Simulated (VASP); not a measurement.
Wanted: the native input for a VASP 6.6.1 run.

```
Task                   : relaxation of cell and atoms
Functional             : RPBE
Potentials or basis    : VASP PAW PBE potentials, release 64 (Cu, O)
Cutoff                 : 600 eV
k mesh                 : 6 × 6 × 6
Occupations            : gaussian, width 0.01 eV
Spin                   : no spin polarisation
Dipole correction      : no
Further INCAR settings : ALGO = Normal; EDIFF = 1e-07; IBRION = 2; EDIFFG = -0.01; NSW = 80; ISIF = 3
```

The structure of Cu2O lies in POSCAR:

```
Cu2O
1.0
    4.2600000000      0.0000000000      0.0000000000
    0.0000000000      4.2600000000      0.0000000000
    0.0000000000      0.0000000000      4.2600000000
Cu O
4 2
Direct
    0.2500000000      0.2500000000      0.2500000000
    0.2500000000      0.7500000000      0.7500000000
    0.7500000000      0.7500000000      0.2500000000
    0.7500000000      0.2500000000      0.7500000000
    0.0000000000      0.0000000000      0.0000000000
    0.5000000000      0.5000000000      0.5000000000
```

One way to write it, as run:

INCAR

```
SYSTEM = Cu2O
PREC = Accurate
ENCUT = 600
EDIFF = 1E-7
ISMEAR = 0
SIGMA = 0.01
LREAL = .False.
LASPH = .True.
NELM = 120
ALGO = Normal
ISIF = 3
LWAVE = .False.
LCHARG = .False.
GGA = RP
IBRION = 2
NSW = 80
EDIFFG = -0.01
GGA_COMPAT = .False.
NELMIN = 4
```

KPOINTS

```
Automatic mesh
0
Gamma
  6 6 6
  0 0 0
```

Potentials or basis: VASP PAW PBE potentials, release 64 (Cu, O).

Launch:

```console
$ cat potpaw_PBE.64/Cu/POTCAR potpaw_PBE.64/O/POTCAR > POTCAR
$ mpirun -np 1 vasp_std > vasp.out
```

It gave:

```json
{
  "Relaxed volume": "13.85 Å³/atom",
  "Relaxed cell": "a = 4.364 Å, b = 4.364 Å, c = 4.364 Å, α = 90.00°, β = 90.00°, γ = 90.00°",
  "Space group after relaxing (to 0.1 Å)": "Pn-3m (No. 224)",
  "Energy gained by relaxing": "23.2 meV/atom",
  "Ionic steps": "3",
  "Pressure after relaxing": "0.0 GPa",
  "Band gap on the k mesh": "0.40 eV"
}
```

Caveat: the PAW data sets were made with another functional, which shifts forces and pressure a little.

Run time: 4.5 min on 1 thread of Intel Xeon 8259CL, on a shared host, peak memory 0.24 GiB.
